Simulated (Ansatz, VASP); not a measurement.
## Two plane-wave programs on C

```
CELL_PARAMETERS angstrom
0.00000 1.78012 1.78012
1.78012 0.00000 1.78012
1.78012 1.78012 0.00000
ATOMIC_POSITIONS crystal
C 0.00000 0.00000 0.00000
C 0.25000 0.25000 0.25000
```

Alike in both runs: task single point; functional PBE; k mesh 8 × 8 × 8; no spin polarisation.

|  | VASP | Ansatz |
| --- | --- | --- |
| version | VASP 6.6.1 | Ansatz 0.2.0 |
| potentials or method | VASP PAW PBE potentials, release 64 (C) | plane waves, PAW |
| plane-wave cutoff (eV) | 520 | 420 |
| occupations | gaussian, width 0.01 eV | fixed |
| valence electrons in the cell | 8 | 8 |

```csv
,VASP,Ansatz,Ansatz less VASP
gap on the k mesh at the Fermi level (eV),4.14,4.15,+0.008
pressure (GPa),4.9,4.2,-0.69
```
